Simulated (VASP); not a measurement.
# Sb (P-1) in VASP: settings compared

Sb is run at these levels: LDA, PBEsol; tasks: density of states.

Program: VASP 6.6.1. These are calculated values, not measurements. Logs are shortened: lines on timing, memory, paths and dates and some standing lists are left out, and cuts for length are marked.

## 1. The cell of the first run

The typed cell holds 1 atom: a = 3.459 Å, b = 3.554 Å, c = 3.342 Å, α = 58.62°, β = 55.56°, γ = 54.87°.

## 2. Density of states, LDA

Contents of POSCAR:

```
Sb
1.0
    0.1733647600      2.3885337500      2.4958692300
    2.4173055400      0.0646925500      2.6045414300
    2.3204533900      2.4003538000      0.1615447000
Sb
1
Direct
    0.0000000000      0.0000000000      0.0000000000
```

Contents of INCAR.step1:

```
SYSTEM = Sb
PREC = Accurate
ENCUT = 520
EDIFF = 1E-6
ISMEAR = -1
SIGMA = 0.05
LREAL = .FALSE.
LASPH = .TRUE.
NELM = 80
ALGO = Normal
ISIF = 2
LWAVE = .FALSE.
LCHARG = .TRUE.
NBANDS = 8
```

Contents of KPOINTS.step1:

```
Automatic mesh
0
G
  6 6 6
  0 0 0
```

Contents of INCAR.step2:

```
SYSTEM = Sb
PREC = Accurate
ENCUT = 520
EDIFF = 1E-6
ISMEAR = -5
SIGMA = 0.05
LREAL = .FALSE.
LASPH = .TRUE.
NELM = 80
ALGO = Normal
ISIF = 2
LWAVE = .FALSE.
LCHARG = .FALSE.
LORBIT = 11
NBANDS = 8
NEDOS = 2001
ICHARG = 11
```

Contents of KPOINTS.step2:

```
Automatic mesh
0
G
  9 9 9
  0 0 0
```

Potentials or basis: VASP PAW LDA potentials, release 64 (Sb).

Run with:

```sh
$ cat potpaw_LDA.64/Sb/POTCAR > POTCAR
$ cp INCAR.step1 INCAR
$ cp KPOINTS.step1 KPOINTS
$ mpirun -np 1 vasp_std > vasp.out
$ cp INCAR.step2 INCAR
$ cp KPOINTS.step2 KPOINTS
$ mpirun -np 1 vasp_std > vasp.out
```

OUTCAR:

```text
SYSTEM = Sb
   PREC = Accurate
   ENCUT = 520
   EDIFF = 1E-6
   ISMEAR = -5
   LREAL = .FALSE.
   LASPH = .TRUE.
   NELM = 80
   ISIF = 2
   LORBIT = 11
   ICHARG = 11

 ion  position               nearest neighbor table
   1  0.000  0.000  0.000-

  Warning from LATTYP: Got some problem with cell dimensions!
  Tried to take original basis but could not verify dimensions!
  LATTYP: Found a triclinic cell.
 ALAT       =     3.4589755750
 B/A-ratio  =     0.9663262552
 C/A-ratio  =     0.9344475022
 COS(alpha) =     0.0327225582
 COS(beta)  =     0.4374087776
 COS(gamma) =     0.5655612418

  Lattice vectors:

 A1 = (   0.1733647600,   2.3885337500,   2.4958692300)
 A2 = (   2.3204533900,   2.4003538000,   0.1615447000)
 A3 = (  -2.2439407800,   2.3238412000,  -0.1086722000)

Analysis of symmetry for initial positions (statically):
=====================================================================
 Subroutine PRICEL returns:
 Original cell was already a primitive cell.

 Routine SETGRP: Setting up the symmetry group for a
 triclinic supercell.

 Subroutine GETGRP returns: Found  2 space group operations
 (whereof  2 operations were pure point group operations)
 out of a pool of  2 trial point group operations.

The static configuration has the point symmetry S_2 .

Analysis of symmetry for dynamics (positions and initial velocities):
=====================================================================
 Subroutine PRICEL returns:
 Original cell was already a primitive cell.

 Routine SETGRP: Setting up the symmetry group for a
 triclinic supercell.

 Subroutine GETGRP returns: Found  2 space group operations
 (whereof  2 operations were pure point group operations)
 out of a pool of  2 trial point group operations.

The dynamic configuration has the point symmetry S_2 .

 Subroutine INISYM returns: Found  2 space group operations
 (whereof  2 operations are pure point group operations),
 and found     1 'primitive' translations

----------------------------------------------------------------------------------------

                                     Primitive cell

  volume of cell :      26.5282

  direct lattice vectors                    reciprocal lattice vectors
     0.173364760  2.388533750  2.495869230    -0.235273108  0.213102125  0.213066631
     2.417305540  0.064692550  2.604541430     0.211288965 -0.217261020  0.193241382
     2.320453390  2.400353800  0.161544700     0.228420051  0.210407962 -0.217225526

  length of vectors
     3.458975575  3.554038162  3.342498914     0.382313144  0.359426778  0.378990975

  position of ions in fractional coordinates (direct lattice)
     0.000000000  0.000000000  0.000000000

  ion indices of the primitive-cell ions
   primitive index   ion index
                 1           1

----------------------------------------------------------------------------------------

 KPOINTS: Automatic mesh

Automatic generation of k-mesh.
 Grid dimensions read from file:
 generate k-points for:    9    9    9

 Generating k-lattice:

  Cartesian coordinates                     Fractional coordinates (reciprocal lattice)
    -0.026141456  0.023678014  0.023674070     0.111111111  0.000000000  0.000000000
     0.023476552 -0.024140113  0.021471265     0.000000000  0.111111111  0.000000000
     0.025380006  0.023378662 -0.024136170    -0.000000000 -0.000000000  0.111111111

  Length of vectors
     0.042479238  0.039936309  0.042110108

  Shift w.r.t. Gamma in fractional coordinates (k-lattice)
     0.000000000  0.000000000  0.000000000

 TETIRR: Found   2184 inequivalent tetrahedra from     4374

 Subroutine IBZKPT returns following result:
 ===========================================

 Found    365 irreducible k-points:

 Following reciprocal coordinates:
            Coordinates               Weight
  0.000000  0.000000  0.000000      1.000000
  0.111111 -0.000000  0.000000      2.000000
  0.222222  0.000000  0.000000      2.000000
  0.333333  0.000000  0.000000      2.000000
  0.444444  0.000000  0.000000      2.000000
  0.000000  0.111111 -0.000000      2.000000
[... 16 lines left out ...]
 -0.111111  0.222222 -0.000000      2.000000
 -0.000000  0.333333  0.000000      2.000000
 [... further k-points ...]
   k-points           NKPTS =    365   k-points in BZ     NKDIM =    365   number of bands    NBANDS=      8
   number of dos      NEDOS =   2001   number of ions     NIONS =      1
   total plane-waves  NPLWV =  21952
   dimension x,y,z NGX =    28 NGY =   28 NGZ =   28
   dimension x,y,z NGXF=    56 NGYF=   56 NGZF=   56
   ions per type =               1
   NGX,Y,Z   is equivalent  to a cutoff of  13.46, 13.10, 13.93 a.u.
   NGXF,Y,Z  is equivalent  to a cutoff of  26.91, 26.19, 27.85 a.u.
 SYSTEM =  Sb
   PREC   = accura    normal or accurate (medium, high low for compatibility)
   ISTART =      0    job   : 0-new  1-cont  2-samecut
   ICHARG =     11    charge: 1-file 2-atom 10-const
   ISPIN  =      1    spin polarized calculation?
   LNONCOLLINEAR =      F non collinear calculations
   LSORBIT =      F    spin-orbit coupling
   LASPH  =      T    aspherical Exc in radial PAW
   ENCUT  =  520.0 eV  38.22 Ry    6.18 a.u.   6.43  6.61  6.21*2*pi/ulx,y,z
   NELM   =     80;   NELMIN=  2; NELMDL=  0     # of ELM steps
   EDIFF  = 0.1E-05   stopping-criterion for ELM
   LREAL  =      F    real-space projection
   EDIFFG = 0.1E-04   stopping-criterion for IOM
   NSW    =      0    number of steps for IOM
   IBRION =     -1    ionic relax: 0-MD 1-quasi-New 2-CG
   NFREE  =      0    steps in history (QN), initial steepest desc. (CG)
   ISIF   =      2    stress and relaxation
   ISYM   =      2    0-nonsym 1-usesym 2-fastsym
   POTIM  = 0.5000    time-step for ionic-motion
   TEBEG  =    0.0;   TEEND  =   0.0 temperature during run
   PSTRESS=    0.0 pullay stress
   NELECT =       5.0000    total number of electrons
   NUPDOWN=      -1.0000    fix difference up-down
   EMIN   =  10.00;   EMAX   =-10.00  energy-range for DOS
   EFERMI =   0.00;   METHOD = LEGACY
   ISMEAR =    -5;   SIGMA  =   0.05  broadening in eV -4-tet -1-fermi 0-gaus
   EFERMI_NEDOS =   21; number of points for ismear=-14 and -15
   IALGO  =     38    algorithm
   IMIX   =      4    mixing-type and parameters
     AMIX     =   0.40;   BMIX     =  1.00
     AMIX_MAG =   1.60;   BMIX_MAG =  1.00
  volume/ion in A,a.u.               =      26.53       179.02
  Fermi-wavevector in a.u.,A,eV,Ry     =   0.938633  1.773758 11.987156  0.881031
  Thomas-Fermi vector in A             =   2.065864
   LORBIT       =     11    0 simple, 1 ext, 2 COOP (PROOUT), +10 PAW based schemes
   GGA     = CA    functional components
   LHFCALC =     F    Hartree Fock is set to
   AEXX    =    0.0000 exact exchange contribution
   IVDW    =     0    specifies the selected vdW correction
   LEPSILON=     F    determine dielectric tensor
   LRPA    =     F    only Hartree local field effects (RPA)
 non-spin polarized calculation
 Fermi weights with tetrahedron method with Bloechl corrections
  energy-cutoff  :      520.00
  volume of cell :       26.53
 maximum number of plane-waves:       730
 NGX is ok and might be reduce to    28

 number of electron       5.0000000 magnetization

 Free energy of the ion-electron system (eV)
  ---------------------------------------------------
  ext. energy  EPLUGINS =         0.00000000
  ---------------------------------------------------
  free energy    TOTEN  =        -4.52967509 eV

  energy without entropy =       -4.52967509  energy(sigma->0) =       -4.52967509

 E-fermi :   8.6248     XC(G=0): -10.4274

 val. band max:        8.8211618634   @ k =  -0.1111  -0.2222   0.1111
 cond. band min:       8.3729110257   @ k =   0.0000  -0.2222   0.2222
 fundamental gap:     -0.4482508377
 Fermi energy:         8.6248307203

 k-point     1 :       0.0000    0.0000    0.0000
  band No.  band energies     occupation
      1      -4.4909      2.00000
      2      12.6150      0.00000
      3      13.8470      0.00000
      4      15.0746      0.00000
      5      17.0036      0.00000
      6      18.1652      0.00000
      7      19.4862      0.00000
      8      19.6823      0.00000

 k-point     2 :       0.1111   -0.0000    0.0000
  band No.  band energies     occupation
      1      -4.2164      2.00000
      2      12.4168      0.00000
      3      12.8428      0.00000
      4      13.6726      0.00000
      5      17.3160      0.00000
      6      17.7012      0.00000
      7      19.0146      0.00000
      8      20.2948      0.00000

 k-point     3 :       0.2222    0.0000    0.0000
  band No.  band energies     occupation
      1      -3.3978      2.00000
      2       9.4506      0.36550
      3      12.0327      0.00000
      4      12.7128      0.00000
      5      16.5018      0.00000
      6      18.0721      0.00000
      7      19.1540      0.00000
      8      19.9976      0.00000

 k-point     4 :       0.3333    0.0000    0.0000
  band No.  band energies     occupation
      1      -2.0654      2.00000
      2       6.0673      2.08172
      3      11.4481      0.00000
      4      12.2955      0.00000
      5      15.9550      0.00000
      6      17.3413      0.00000
      7      18.5296      0.00000
      8      19.3667      0.00000

 k-point     5 :       0.4444    0.0000    0.0000
  band No.  band energies     occupation
      1      -0.4413      2.00000
      2       3.3664      2.00000
      3      11.0548      0.00000
      4      12.1751      0.00000
      5      15.6712      0.00000
      6      17.0355      0.00000
      7      17.9832      0.00000
      8      18.3107      0.00000
[... 177 lines left out ...]
 k-point    22 :      -0.2222    0.2222    0.0000
  band No.  band energies     occupation
      1      -1.7215      2.00000
      2       6.1946      2.00000
      3       8.1547      1.22699
      4      12.7108      0.00000
      5      16.9261      0.00000
      6      18.4105      0.00000
      7      19.3178      0.00000
      8      20.1794      0.00000

 k-point    23 :      -0.1111    0.2222   -0.0000
  band No.  band energies     occupation
      1      -2.8888      2.00000
      2       7.0475      2.08797
      3      11.2365     -0.02240
      4      13.3083      0.00000
      5      17.5458      0.00000
      6      18.4642      0.00000
      7      18.9530      0.00000
      8      19.8152      0.00000

 k-point    24 :      -0.0000    0.3333    0.0000
  band No.  band energies     occupation
      1      -2.4413      2.00000
      2       5.2529      2.00000
      3      12.2014      0.00000
      4      13.3619      0.00000
      5      17.1417      0.00000
      6      17.6694      0.00000
      7      19.0548      0.00000
      8      20.2051      0.00000

 [... further k-points ...]
[... 5 lines left out ...]
  --------------------------------------------------------------------------------------
  -------------------------------------------------------------------------------------
  Total       -0.2501787     -0.2088699      0.0068770     -0.0830278     -0.0245474     -0.0032351
  in kB      -15.1096083    -12.6147552      0.4153383     -5.0144849     -1.4825479     -0.1953817
  external PRESSURE =      -9.1030084 kB  Pullay stress =       0.0000000 kB

 VOLUME and BASIS-vectors are now :
 -----------------------------------------------------------------------------
  energy-cutoff  :      520.00
  volume of cell :       26.53
      direct lattice vectors                 reciprocal lattice vectors
     0.173364760  2.388533750  2.495869230    -0.235273108  0.213102125  0.213066631
     2.417305540  0.064692550  2.604541430     0.211288965 -0.217261020  0.193241382
     2.320453390  2.400353800  0.161544700     0.228420051  0.210407962 -0.217225526

 POSITION                                       TOTAL-FORCE (eV/Angst)
 -----------------------------------------------------------------------------------
      0.00000      0.00000      0.00000         0.000000      0.000000     -0.000000
 -----------------------------------------------------------------------------------
    total drift:                                0.000000      0.000000      0.000000

  FREE ENERGIE OF THE ION-ELECTRON SYSTEM (eV)
  ---------------------------------------------------
  free  energy   TOTEN  =        -4.5296750920 eV

  energy  without entropy=       -4.5296750920  energy(sigma->0) =       -4.52967509

 total charge

# of ion       s       p       d       tot
------------------------------------------
    1        1.266   1.062   0.044   2.372
```

Run time: 46 s. Hardware: 1 thread of Intel Xeon Platinum 8559C (Emerald Rapids), shared host; peak memory 0.19 GiB.

What came out:

```
Valence electrons inside the program's atomic spheres : Sb 2.37
```

Caveat: the k points lie up to 0.40 Å⁻¹ apart; spin-orbit coupling is left out, which moves the levels of the heavy elements; tetrahedron occupations give inexact forces and stress in metals.

## 3. Density of states, PBEsol

POSCAR is that of step 2.

Contents of INCAR.step1:

```
PREC = Accurate ; ENCUT = 520
EDIFF = 1E-7 ; ISMEAR = -1
SIGMA = 0.05 ; LREAL = False
LASPH = True ; NELM = 100
ALGO = Normal ; ISIF = 2
LWAVE = False ; LCHARG = True
GGA = PS ; NBANDS = 8
```

Contents of KPOINTS.step1:

```
regular mesh
0
Gamma
  6 6 6
```

Contents of INCAR.step2:

```
PREC = Accurate ; ENCUT = 520
EDIFF = 1E-7 ; ISMEAR = -5
SIGMA = 0.05 ; LREAL = False
LASPH = True ; NELM = 100
ALGO = Normal ; ISIF = 2
LWAVE = False ; LCHARG = False
GGA = PS ; LORBIT = 11
NBANDS = 8 ; NEDOS = 1001
ICHARG = 11
```

Contents of KPOINTS.step2:

```
regular mesh
0
Gamma
  9 9 9
```

Potentials or basis: VASP PAW PBE potentials, release 64 (Sb).

Run with:

```sh
$ cat potpaw_PBE.64/Sb/POTCAR > POTCAR
$ cp INCAR.step1 INCAR
$ cp KPOINTS.step1 KPOINTS
$ mpirun -np 1 vasp_std > vasp.out
$ cp INCAR.step2 INCAR
$ cp KPOINTS.step2 KPOINTS
$ mpirun -np 1 vasp_std > vasp.out
```

It took 42 s on 1 thread of Intel Xeon Platinum 8559C (Emerald Rapids), shared host; peak memory 0.21 GiB.

The run converged. Its results:

| Property | Result |
| --- | --- |
| Valence electrons inside the program's atomic spheres | Sb 2.35 |

Levels at points of the mesh, in eV from the Fermi level:
```csv
k point,band 1,band 2,band 3,band 4,band 5,band 6,band 7,band 8
"(0.00, 0.00, 0.00)",-13.12,4.05,5.30,6.55,8.49,9.72,10.79,11.37
```

Caveat: the k points lie up to 0.40 Å⁻¹ apart; the PAW data sets were made with another functional, which shifts forces and pressure a little; spin-orbit coupling is left out, which moves the levels of the heavy elements; tetrahedron occupations give inexact forces and stress in metals.
